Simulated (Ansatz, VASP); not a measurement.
# C: VASP beside Ansatz

The input INCAR:

```
ALGO     = Normal         # electronic algorithm
EDIFF    = 1E-6           # SCF threshold, eV
ENCUT    = 520            # plane-wave cutoff, eV
GGA      = CA             # functional
ISIF     = 2              # what is computed and relaxed
ISMEAR   = 0              # smearing method
LASPH    = T              # aspherical terms in the spheres
LCHARG   = F              # write CHGCAR
LREAL    = F              # projectors in reciprocal space
LWAVE    = F              # write WAVECAR
NBANDS   = 11             # bands
NELM     = 80             # most SCF steps
PREC     = Accurate       # precision mode
SIGMA    = 0.05           # smearing width, eV
```

KPOINTS

```
k-points
0
Gamma
  12 12 12
```

Contents of POSCAR:

```
C
1.0
    1.2280263465      0.7090013417      3.3470108394
   -1.2280263465      0.7090013417      3.3470108394
    0.0000000000     -1.4180026834      3.3470108394
C
2
Direct
    0.1938774055      0.1938774055      0.1938774055
    0.8360000000      0.8360000000      0.8360000000
```

Input for Ansatz:

```yaml
crystal:
  lattice:
    - [1.2280263465, 0.7090013417, 3.3470108394]
    - [-1.2280263465, 0.7090013417, 3.3470108394]
    - [0.0, -1.4180026834, 3.3470108394]
  atoms:
    - { symbol: C, position: [0.1938774055, 0.1938774055, 0.1938774055] }
    - { symbol: C, position: [0.836, 0.836, 0.836] }
basis:
  ecutwfc: 420
kpoints:
  mp_grid: { grid: [12, 12, 12] }
hamiltonian:
  xc: lda
scf:
  occupations: { method: gaussian, width: 0.05 }
output:
  forces: true
  stress: true
  eigenvalues: true
```

Alike in both runs: task single point; functional LDA; k mesh 12 × 12 × 12; occupations gaussian, width 0.05 eV; no spin polarisation.

|  | VASP | Ansatz |
| --- | --- | --- |
| version | VASP 6.6.1 | Ansatz 0.2.0 |
| potentials or method | VASP PAW LDA potentials, release 64 (C), cutoff 520 eV | scalar-relativistic, plane waves, PAW |
| valence electrons in the cell | 8 | 8 |

Ansatz gave:

```
gap on the k mesh at the Fermi level (eV)                     : 0.36
least direct gap on the mesh (eV)                             : 0.36
pressure (GPa)                                                : -7.7
traceless stress, the component that is largest in VASP (GPa) : -2.66
rms of the force components (eV/Å)                            : 2.506
```

Question: What did VASP give for the same quantities?

Answer: gap on the k mesh at the Fermi level (eV): 0.36; least direct gap on the mesh (eV): 0.36; pressure (GPa): -6.8; traceless stress, the component that is largest in VASP (GPa): -3.52; rms of the force components (eV/Å): 2.489.

LDA's correlation is that of Perdew and Zunger in VASP and of Perdew and Wang (1992) in Ansatz. Atom by atom the forces differ by 0.017 eV/Å (rms over components).
